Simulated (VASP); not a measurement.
Wanted: the native input for a VASP 6.6.1 run.

```
Task                   : single point
Functional             : r2SCAN
Potentials or basis    : VASP PAW PBE potentials, release 64 (Al, Fe)
Cutoff                 : 520 eV
k mesh                 : 12 × 12 × 16
Occupations            : gaussian, width 0.1 eV
Spin                   : collinear spin, ferromagnetic start
Starting moments       : [0.0, 4.0, 4.0] μB
Dipole correction      : no
Further INCAR settings : ALGO = Normal; EDIFF = 1e-06; NBANDS = 20
```

Crystal: AlFe2.

```xyz
3
Lattice="4.1349 0.0000 0.0000 -2.0675 3.5809 0.0000 0.0000 0.0000 2.5522" Properties=species:S:1:pos:R:3 pbc="T T T"
Al    0.0000    0.0000    0.0000
Fe    0.0000    2.3873    1.2761
Fe    2.0675    1.1936    1.2761
```

These files were run (other wordings do the same):

POSCAR

```
AlFe2
1.0
    4.1349222188      0.0000000000      0.0000000000
   -2.0674611094      3.5809476842      0.0000000000
    0.0000000000      0.0000000000      2.5522020000
Al Fe
1 2
Direct
    0.0000000000      0.0000000000      0.0000000000
    0.3333333333      0.6666666667      0.5000000000
    0.6666666667      0.3333333333      0.5000000000
```

INCAR.step1

```
PREC = Accurate
ENCUT = 520
ISMEAR = 0
SIGMA = 0.1
LREAL = F
LASPH = T
NELM = 150
ISPIN = 2
MAGMOM = 0 4 4
LMAXMIX = 4
NBANDS = 20
GGA = PE
ALGO = Normal
EDIFF = 1E-4
LWAVE = T
LCHARG = F
```

INCAR.step2

```
PREC = Accurate
ENCUT = 520
EDIFF = 1E-6
ISMEAR = 0
SIGMA = 0.1
LREAL = F
LASPH = T
NELM = 150
ALGO = Normal
ISIF = 2
LWAVE = F
LCHARG = F
ISPIN = 2
MAGMOM = 0 4 4
LORBIT = 11
LMAXMIX = 4
METAGGA = R2SCAN
LMIXTAU = T
NBANDS = 20
ISTART = 1
```

KPOINTS

```
Automatic mesh
0
Gamma
  12 12 16
```

Potentials or basis: VASP PAW PBE potentials, release 64 (Al, Fe).

Command:

```bash
$ cat potpaw_PBE.64/Al/POTCAR potpaw_PBE.64/Fe/POTCAR > POTCAR
$ cp INCAR.step1 INCAR
$ mpirun -np 1 vasp_std > vasp.out
$ cp INCAR.step2 INCAR
$ mpirun -np 1 vasp_std > vasp.out
```

Results of the run:

```json
{
  "Pressure": "0.9 GPa",
  "Net moment": "5.08 μB per cell",
  "Site moments": "Al -0.06; Fe +2.62 μB",
  "Valence electrons inside the program's atomic spheres": "Al 0.82; Fe 7.25"
}
```

Caveat: the PAW data sets were made with another functional, which shifts forces and pressure a little.

Wall time 6.3 min on 1 thread of Intel(R) Xeon(R) Platinum 8488C (Sapphire Rapids), on a shared host, peak memory 0.32 GiB.
